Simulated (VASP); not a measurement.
# LiCl (rocksalt type) (Fm-3m) in VASP: notebook, part 2 of 2

VASP 6.6.1. Earlier steps stand in the parts before.

### 3 Relaxation of cell and atoms, PBE

This run uses another cell than the first one, of 11.82 Å³/atom.

INCAR reads:

```
SYSTEM = LiCl
PREC     = Accurate       ! precision mode
ENCUT    = 600            ! plane-wave cutoff, eV
EDIFF    = 1E-6           ! SCF threshold, eV
ISMEAR   = -1             ! smearing method
SIGMA    = 0.05           ! smearing width, eV
LREAL    = .FALSE.        ! projectors in reciprocal space
LASPH    = .TRUE.         ! aspherical terms in the spheres
NELM     = 60             ! most SCF steps
ALGO     = Normal         ! electronic algorithm
ISIF     = 3              ! what is computed and relaxed
LWAVE    = .FALSE.        ! write WAVECAR
LCHARG   = .FALSE.        ! write CHGCAR
GGA      = PE             ! functional
IBRION   = 2              ! ionic algorithm
NSW      = 100            ! ionic steps
EDIFFG   = -0.005         ! ionic threshold
```

KPOINTS reads:

```
regular mesh
0
G
  14 14 14
  0 0 0
```

POSCAR reads:

```
LiCl
1.0
    0.0000000000      2.2781928034      2.2781928034
    2.2781928034      0.0000000000      2.2781928034
    2.2781928034      2.2781928034      0.0000000000
Li Cl
1 1
Direct
    0.0000000000      0.0000000000      0.0000000000
    0.5000000000      0.5000000000      0.5000000000
```

Potentials or basis: VASP PAW PBE potentials, release 64 (Li_sv, Cl).

The run is started by

```console
cat potpaw_PBE.64/Li_sv/POTCAR potpaw_PBE.64/Cl/POTCAR > POTCAR
mpirun -np 1 vasp_std > vasp.out
```

OUTCAR:

```text
SYSTEM = LiCl
   PREC = Accurate
   ENCUT = 600
   EDIFF = 1E-6
   ISMEAR = -1
   LREAL = .FALSE.
   LASPH = .TRUE.
   NELM = 60
   ISIF = 3
   GGA = PE
   IBRION = 2
   NSW = 100
   EDIFFG = -0.005

 ion  position               nearest neighbor table
   1  0.000  0.000  0.000-   2 2.28   2 2.28   2 2.28   2 2.28   2 2.28   2 2.28
   2  0.500  0.500  0.500-   1 2.28   1 2.28   1 2.28   1 2.28   1 2.28   1 2.28

  LATTYP: Found a face centered cubic cell.
 ALAT       =     4.5563856068

  Lattice vectors:

 A1 = (   0.0000000000,   2.2781928034,   2.2781928034)
 A2 = (   2.2781928034,   0.0000000000,   2.2781928034)
 A3 = (   2.2781928034,   2.2781928034,   0.0000000000)

Analysis of symmetry for initial positions (statically):
=====================================================================
 Subroutine PRICEL returns:
 Original cell was already a primitive cell.

 Routine SETGRP: Setting up the symmetry group for a
 face centered cubic supercell.

 Subroutine GETGRP returns: Found 48 space group operations
 (whereof 48 operations were pure point group operations)
 out of a pool of 48 trial point group operations.

The static configuration has the point symmetry O_h .

Analysis of symmetry for dynamics (positions and initial velocities):
=====================================================================
 Subroutine PRICEL returns:
 Original cell was already a primitive cell.

 Routine SETGRP: Setting up the symmetry group for a
 face centered cubic supercell.

 Subroutine GETGRP returns: Found 48 space group operations
 (whereof 48 operations were pure point group operations)
 out of a pool of 48 trial point group operations.

The dynamic configuration has the point symmetry O_h .

 Subroutine INISYM returns: Found 48 space group operations
 (whereof 48 operations are pure point group operations),
 and found     1 'primitive' translations

----------------------------------------------------------------------------------------

                                     Primitive cell

  volume of cell :      23.6484

[... 80 lines left out ...]
   ISTART =      0    job   : 0-new  1-cont  2-samecut
   ICHARG =      2    charge: 1-file 2-atom 10-const
   ISPIN  =      1    spin polarized calculation?
   LNONCOLLINEAR =      F non collinear calculations
   LSORBIT =      F    spin-orbit coupling
   LASPH  =      T    aspherical Exc in radial PAW
   ENCUT  =  600.0 eV  44.10 Ry    6.64 a.u.   6.43  6.43  6.43*2*pi/ulx,y,z
   NELM   =     60;   NELMIN=  2; NELMDL= -5     # of ELM steps
   EDIFF  = 0.1E-05   stopping-criterion for ELM
   LREAL  =      F    real-space projection
   EDIFFG = -.5E-02   stopping-criterion for IOM
   NSW    =    100    number of steps for IOM
   IBRION =      2    ionic relax: 0-MD 1-quasi-New 2-CG
   NFREE  =      1    steps in history (QN), initial steepest desc. (CG)
   ISIF   =      3    stress and relaxation
   ISYM   =      2    0-nonsym 1-usesym 2-fastsym
   POTIM  = 0.5000    time-step for ionic-motion
   TEBEG  =    0.0;   TEEND  =   0.0 temperature during run
   PSTRESS=    0.0 pullay stress
   NELECT =      10.0000    total number of electrons
   NUPDOWN=      -1.0000    fix difference up-down
   EMIN   =  10.00;   EMAX   =-10.00  energy-range for DOS
   EFERMI =   0.00;   METHOD = LEGACY
   ISMEAR =    -1;   SIGMA  =   0.05  broadening in eV -4-tet -1-fermi 0-gaus
   EFERMI_NEDOS =   21; number of points for ismear=-14 and -15
   IALGO  =     38    algorithm
   IMIX   =      4    mixing-type and parameters
     AMIX     =   0.40;   BMIX     =  1.00
     AMIX_MAG =   1.60;   BMIX_MAG =  1.00
  volume/ion in A,a.u.               =      11.82        79.79
  Fermi-wavevector in a.u.,A,eV,Ry     =   1.228781  2.322059 20.543462  1.509902
  Thomas-Fermi vector in A             =   2.363693
   LORBIT       =      0    0 simple, 1 ext, 2 COOP (PROOUT), +10 PAW based schemes
   GGA     = PE    functional components
   LHFCALC =     F    Hartree Fock is set to
   AEXX    =    0.0000 exact exchange contribution
   IVDW    =     0    specifies the selected vdW correction
   LEPSILON=     F    determine dielectric tensor
   LRPA    =     F    only Hartree local field effects (RPA)
 conjugate gradient relaxation of ions
 non-spin polarized calculation
  energy-cutoff  :      600.00
  volume of cell :       23.65
 maximum number of plane-waves:       802
 NGX is ok and might be reduce to    28
   NGX = 13   NGY = 13   NGZ = 13

--------------------------------------- Ionic step        1  -------------------------------------------

 number of electron      10.0000001 magnetization

 Free energy of the ion-electron system (eV)
  ---------------------------------------------------
  ext. energy  EPLUGINS =         0.00000000
  ---------------------------------------------------
  free energy    TOTEN  =        -6.77845827 eV

  energy without entropy =       -6.77845827  energy(sigma->0) =       -6.77845827

 E-fermi :   5.0234     XC(G=0): -10.3567

 val. band max:        3.9328413383   @ k =  -0.0714   0.0714   0.0000
 cond. band min:      10.9644649568   @ k =   0.5000   0.0000   0.0000
 fundamental gap:      7.0316236185
 Fermi energy:         5.0234371834
[... 764 lines left out ...]
--------------------------------------- Ionic step        6  -------------------------------------------

 number of electron      10.0000007 magnetization

 Free energy of the ion-electron system (eV)
  ---------------------------------------------------
  ext. energy  EPLUGINS =         0.00000000
  ---------------------------------------------------
  free energy    TOTEN  =        -7.37707979 eV

  energy without entropy =       -7.37707979  energy(sigma->0) =       -7.37707979

 E-fermi :   1.6548     XC(G=0):  -8.7070

 val. band max:        0.5433186445   @ k =  -0.0714   0.0714   0.0000
 cond. band min:       6.8712974935   @ k =   0.0000   0.0000   0.0000
 fundamental gap:      6.3279788491
 Fermi energy:         1.6548107485
[... 317 lines left out ...]
  FREE ENERGIE OF THE ION-ELECTRON SYSTEM (eV)
  ---------------------------------------------------
  free  energy   TOTEN  =        -7.3770797880 eV

  energy  without entropy=       -7.3770797880  energy(sigma->0) =       -7.37707979

 reached required accuracy - stopping structural energy minimisation
```

Wall time 3.3 min (1 thread of Intel Xeon 8259CL, shared host); peak memory 0.17 GiB.

What came out:

```yaml
Free_energy: -7.3771 eV
Relaxed_volume: 16.96 Å³/atom
Relaxed_cell: a = 3.634 Å, b = 3.634 Å, c = 3.634 Å, α = 60.00°, β = 60.00°, γ = 60.00°
Space_group_after_relaxing_to_0.1_Å: Fm-3m (No. 225)
Energy_gained_by_relaxing: 299.3 meV/atom
Ionic_steps: 6
Pressure_after_relaxing: 0.0 GPa
Band_gap_on_the_k_mesh: 6.33 eV
```

Step by step:
```
step  energy change (eV)  largest force (eV/Å)  pressure (GPa)  volume (Å³)
   1              0.0000                0.0000           25.55        23.65
   2             -0.5614                0.0000            4.08        30.71
   3             -0.5944                0.0000            1.23        32.76
   4             -0.5986                0.0000            0.12        33.76
   5             -0.5986                0.0000           -0.11        33.99
   6             -0.5986                0.0000           -0.04        33.93
```

Final structure:
```
Li Cl
1.0
     0.00000    2.56948    2.56948
     2.56948    0.00000    2.56948
     2.56948    2.56948    0.00000
Li Cl
1 1
Direct
  0.00000 0.00000 0.00000
  0.50000 0.50000 0.50000
```

Levels at points of the mesh, in eV from the valence-band top:
| k point | band 3 | band 4 | band 5 | band 6 | band 7 | band 8 |
| --- | --- | --- | --- | --- | --- | --- |
| (0.00, 0.00, 0.00) | 0.00 | 0.00 | 0.00 | 6.33 | 11.93 | 11.93 |
| (0.50, 0.00, 0.00) | -2.79 | -0.26 | -0.26 | 6.75 | 9.49 | 9.49 |
| (0.50, 0.50, 0.00) | -2.87 | -1.09 | -1.09 | 7.89 | 8.30 | 12.39 |

Caveat: the cutoff is under 1.25 times the usual one of these potentials, so pressure, stress and relaxed cells hold a basis-set (Pulay) error; the volume moved by over 15 % at a fixed basis, so the end points are rough. A k mesh can miss the band edges.
